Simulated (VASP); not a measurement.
The system is GeSbTe3.

```xyz
5
Lattice="4.1538 0.0000 0.0000 0.0000 5.8058 0.0000 0.0000 0.0000 7.5463" Properties=species:S:1:pos:R:3 pbc="T T T"
Ge    0.0000    2.9029    0.0000
Sb    2.0769    0.0000    0.0000
Te    2.0769    0.0000    2.1622
Te    2.0769    0.0000    5.3842
Te    0.0000    2.9029    3.7732
```

The cell was generated, and may not be a known phase.

```yaml
Program: VASP 6.6.1
Task: relaxation of cell and atoms
Functional: PBE
Potentials_or_basis: VASP PAW PBE potentials, release 64 (Ge_d, Sb, Te)
Cutoff: 600 eV
k_mesh: 4 × 4 × 2
Occupations: gaussian, width 0.1 eV
Spin: no spin polarisation
```

At the start: pressure 14.5 GPa; volume 36.40 Å³/atom.

How do energy, volume and symmetry change on relaxing?

Over 19 steps the energy falls by 1506.9 meV/atom and the volume is 30.94 Å³/atom (-15.0 %); space group Pmmm (No. 47, to 0.1 Å) before and after.

The path:
| step | energy change (eV) | largest force (eV/Å) | pressure (GPa) | volume (Å³) |
| --- | --- | --- | --- | --- |
| 1 | 0.0000 | 12.5511 | 14.53 | 181.99 |
| 2 | -4.5780 | 1.7294 | -6.25 | 262.23 |
| 3 | -4.5958 | 1.6552 | -6.31 | 259.02 |
| 4 | -4.6201 | 1.5651 | -6.39 | 255.81 |
| 5 | -5.5478 | 0.1698 | -6.63 | 220.29 |
| 6 | -5.8085 | 1.0254 | -3.59 | 201.50 |
| 7 | -5.8739 | 0.2688 | -5.58 | 209.60 |
| 8 | -5.8966 | 0.4522 | -5.04 | 206.84 |
| 9 | -7.0250 | 0.3104 | -3.77 | 177.77 |
| 10 | -7.4877 | 0.0704 | -0.06 | 155.87 |
| 11 | -7.4897 | 0.1239 | 0.51 | 153.86 |
| 12 | -7.4899 | 0.0968 | 0.23 | 154.84 |
| 13 | -7.5135 | 0.1165 | -0.11 | 155.23 |
| 14 | -7.5164 | 0.1809 | -0.21 | 155.36 |
| 15 | -7.5152 | 0.2510 | -0.38 | 155.59 |
| 16 | -7.5170 | 0.2227 | -0.28 | 155.45 |
| 17 | -7.5310 | 0.0963 | 0.01 | 154.34 |
| 18 | -7.5327 | 0.0055 | 0.19 | 153.71 |
| 19 | -7.5347 | 0.0051 | -0.07 | 154.68 |

Final structure:
```xyz
5
Lattice="3.4728 0.0000 0.0000 0.0000 5.0232 0.0000 0.0000 0.0000 8.8673" Properties=species:S:1:pos:R:3 pbc="T T T"
Ge    3.4728    2.5116    0.0000
Sb    1.7364    0.0000    0.0000
Te    1.7364    5.0232    2.9882
Te    1.7364    0.0000    5.8791
Te    0.0000    2.5116    4.4336
```

Caveat: the k points lie up to 0.45 Å⁻¹ apart in the final cell; the volume moved by over 15 % at a fixed basis, so the end points are rough; the highest band is partly filled, so the run has too few bands.
